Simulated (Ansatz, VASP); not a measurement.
**One calculation of Mg3Sn2N2, two programs**

```
CELL_PARAMETERS angstrom
3.40000 0.00000 0.00000
-1.70000 2.94449 0.00000
0.00000 0.00000 12.17000
ATOMIC_POSITIONS crystal
Mg 0.00000 0.00000 0.00000
Mg 0.66667 0.33333 0.19300
Mg 0.33333 0.66667 0.80700
Sn 0.33333 0.66667 0.40100
Sn 0.66667 0.33333 0.59900
N 0.33333 0.66667 0.09500
N 0.66667 0.33333 0.90500
```

Alike in both runs: task relaxation of cell and atoms; functional PBE; k mesh 5 × 5 × 2; occupations gaussian, width 0.2 eV; no spin polarisation.

|  | VASP | Ansatz |
| --- | --- | --- |
| version | VASP 6.6.1 | Ansatz 0.2.0 |
| potentials or method | VASP PAW PBE potentials, release 64 (Mg, Sn_d, N), cutoff 600 eV | scalar-relativistic, plane waves, PAW |
| valence electrons in the cell | 44 | 68 |

Ansatz gave:

| Item | Value |
| --- | --- |
| gap on the k mesh at the Fermi level, each at its own relaxed structure (eV) | none |
| relaxed volume (Å³/atom) | 17.00 |
| relaxed length of the cell vector where the two differ most in proportion (Å) | 12.311 |

Q: Which values does VASP return?

A: gap on the k mesh at the Fermi level, each at its own relaxed structure (eV): none; relaxed volume (Å³/atom): 16.81; relaxed length of the cell vector where the two differ most in proportion (Å): 12.109.

A gap of «none» marks a metal or a gap that the smearing closes. VASP's potentials hold 44 valence electrons a cell and Ansatz's 68, so a difference there can come from the potentials and not from the codes.

The k mesh is coarse, so the values compare programs but aren't converged.
